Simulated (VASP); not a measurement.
Set up this calculation in VASP 6.6.1, as the native input.

```yaml
Task: single point
Functional: PBEsol
Potentials_or_basis: VASP PAW PBE potentials, release 64 (Zn)
Cutoff: 520 eV
k_mesh: 13 × 13 × 13
Occupations: fermi-dirac, width 0.1 eV
Spin: no spin polarisation
Dipole_correction: no
Further_INCAR_settings: ALGO = Normal; EDIFF = 1e-06; NBANDS = 12
```

The structure of Zn lies in POSCAR:

```
Zn
1.0
    0.0000000000      1.9246672763      1.9246672763
    1.9246672763      0.0000000000      1.9246672763
    1.9246672763      1.9246672763      0.0000000000
Zn
1
Direct
    0.0000000000      0.0000000000      0.0000000000
```

The input as run:

INCAR

```
  ALGO = Normal
  EDIFF = 1E-6
  ENCUT = 520
  GGA = PS
  ISIF = 2
  ISMEAR = -1
  LASPH = T
  LCHARG = F
  LREAL = F
  LWAVE = F
  NBANDS = 12
  NELM = 60
  PREC = Accurate
  SIGMA = 0.1
```

KPOINTS

```
k-points
0
Gamma
  13 13 13
```

Potentials or basis: VASP PAW PBE potentials, release 64 (Zn).

Command:

```console
$ cat potpaw_PBE.64/Zn/POTCAR > POTCAR
$ mpirun -np 1 vasp_std > vasp.out
```

Results of the run:

The pressure is -0.3 GPa and the band gap on the k mesh is zero (band 6 reaches 4.44 eV, above the bottom of band 7 at 2.27 eV).

Caveat: the PAW data sets were made with another functional, which shifts forces and pressure a little.

It took 9.5 s on 1 thread of AMD EPYC 7R13 Processor (Zen 3), on a shared host, peak memory 0.1 GiB.
